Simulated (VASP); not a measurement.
Set up this calculation in VASP 6.6.1, as the native input.

```
Task                   : single point
Functional             : PBEsol
Potentials or basis    : VASP PAW PBE potentials, release 64 (Zr_sv, Si)
Cutoff                 : 520 eV
k mesh                 : 6 × 6 × 12
Occupations            : gaussian, width 0.15 eV
Spin                   : no spin polarisation
Dipole correction      : no
Further INCAR settings : ALGO = Fast; EDIFF = 1e-06; NBANDS = 55
```

The structure of Zr3Si2 lies in POSCAR:

```
Zr3Si2
1.0
    7.0655778226      0.0000000000      0.0000000000
    0.0000000000      7.0655778226      0.0000000000
    0.0000000000      0.0000000000      3.6444907344
Zr Si
6 4
Direct
    0.1744786440      0.6744786440      0.5000000000
    0.8255213560      0.3255213560      0.5000000000
    0.3255213560      0.1744786440      0.5000000000
    0.6744786440      0.8255213560      0.5000000000
    0.0000000000      0.0000000000      0.0000000000
    0.5000000000      0.5000000000      0.0000000000
    0.6223900172      0.1223900172      0.0068596690
    0.3776099828      0.8776099828      0.0068596690
    0.8776099828      0.6223900172      0.0068596690
    0.1223900172      0.3776099828      0.0068596690
```

This cell differs from its parent crystal: all Si atoms moved +0.025 Å, as atom 7 along Cartesian [0 0 1].

One way to write it, as run:

INCAR

```
  ALGO = Fast
  EDIFF = 1E-6
  ENCUT = 520
  GGA = PS
  ISIF = 2
  ISMEAR = 0
  LASPH = T
  LCHARG = F
  LREAL = F
  LWAVE = F
  NBANDS = 55
  NELM = 100
  PREC = Accurate
  SIGMA = 0.15
```

KPOINTS

```
k-points
0
Gamma
  6 6 12
```

Potentials or basis: VASP PAW PBE potentials, release 64 (Zr_sv, Si).

The run is started by

```sh
$ cat potpaw_PBE.64/Zr_sv/POTCAR potpaw_PBE.64/Si/POTCAR > POTCAR
$ mpirun -np 1 vasp_std > vasp.out
```

Results of the run:

The pressure is 0.2 GPa and the largest force is 0.212 eV/Å. The band gap on the k mesh is zero (bands 44 and 45 overlap by 1.24 eV).

Caveat: the cell differs from its parent crystal (all Si atoms moved +0.025 Å, as atom 7 along Cartesian [0 0 1]); the PAW data sets were made with another functional, which shifts forces and pressure a little.

It took 11 min on 1 thread of Intel(R) Xeon(R) 6975P-C (Granite Rapids), on a shared host, peak memory 0.6 GiB.
